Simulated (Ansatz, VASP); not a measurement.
## Two plane-wave programs on TaAl3N4

The input INCAR:

```
PREC     = Accurate       # precision mode
ENCUT    = 600            # plane-wave cutoff, eV
EDIFF    = 1E-7           # SCF threshold, eV
ISMEAR   = 0              # smearing method
SIGMA    = 0.1            # smearing width, eV
LREAL    = F              # projectors in reciprocal space
LASPH    = T              # aspherical terms in the spheres
NELM     = 80             # most SCF steps
ALGO     = Normal         # electronic algorithm
ISIF     = 3              # what is computed and relaxed
LWAVE    = F              # write WAVECAR
LCHARG   = F              # write CHGCAR
GGA      = PE             # functional
IBRION   = 2              # ionic algorithm
NSW      = 100            # ionic steps
EDIFFG   = -0.01          # ionic threshold
```

KPOINTS

```
Automatic mesh
0
Gamma
  10 10 10
```

Contents of POSCAR:

```
TaAl3N4
1.0
    4.2181691450      0.0000000000      0.0000000000
    0.0000000000      4.2181691450      0.0000000000
    0.0000000000      0.0000000000      4.2181691450
Ta Al N
1 3 4
Direct
    0.5000000000      0.5000000000      0.5000000000
    0.0000000000      0.5000000000      0.0000000000
    0.0000000000      0.0000000000      0.5000000000
    0.5000000000      0.0000000000      0.0000000000
    0.5000000000      0.0000000000      0.5000000000
    0.0000000000      0.0000000000      0.0000000000
    0.5000000000      0.5000000000      0.0000000000
    0.0000000000      0.5000000000      0.5000000000
```

Input for Ansatz:

```yaml
crystal:
  lattice:
    - [4.218169145, 0.0, 0.0]
    - [0.0, 4.218169145, 0.0]
    - [0.0, 0.0, 4.218169145]
  atoms:
    - { symbol: Ta, position: [0.5, 0.5, 0.5] }
    - { symbol: Al, position: [0.0, 0.5, 0.0] }
    - { symbol: Al, position: [0.0, 0.0, 0.5] }
    - { symbol: Al, position: [0.5, 0.0, 0.0] }
    - { symbol: "N", position: [0.5, 0.0, 0.5] }
    - { symbol: "N", position: [0.0, 0.0, 0.0] }
    - { symbol: "N", position: [0.5, 0.5, 0.0] }
    - { symbol: "N", position: [0.0, 0.5, 0.5] }
basis:
  ecutwfc: 420
kpoints:
  mp_grid: { grid: [10, 10, 10] }
hamiltonian:
  xc: pbe
scf:
  occupations: { method: gaussian, width: 0.1 }
output:
  forces: true
  stress: true
  eigenvalues: true
  write_density: true
  write_potential: true
  elf: true
  volumetric_format: npy
relax:
  adjacent_minimum: "off"
  f_tol: 0.01
  max_steps: 80
  cell: { stress_tol: 0.05 }
```

Alike in both runs: task relaxation of cell and atoms; functional PBE; k mesh 10 × 10 × 10; occupations gaussian, width 0.1 eV; no spin polarisation.

```csv
,VASP,Ansatz
version,VASP 6.6.1,Ansatz 0.2.0
potentials or method,"VASP PAW PBE potentials, release 64 (Ta_pv, Al, N), cutoff 600 eV","scalar-relativistic, plane waves, PAW"
valence electrons in the cell,40,42
```

```csv
,VASP,Ansatz,Ansatz less VASP
"gap on the k mesh at the Fermi level, each at its own relaxed structure (eV)",none,none,-
relaxed volume (Å³/atom),9.38,9.38,0.000
relaxed length of the cell vector where the two differ most in proportion (Å),4.218,4.218,0.0000
```

A gap of «none» marks a metal or a gap that the smearing closes. VASP's potentials hold 40 valence electrons a cell and Ansatz's 42, so a difference there can come from the potentials and not from the codes.

Spin-orbit coupling is off throughout. Noted on VASP's run: the relaxation stopped at its first step, so nothing moved.
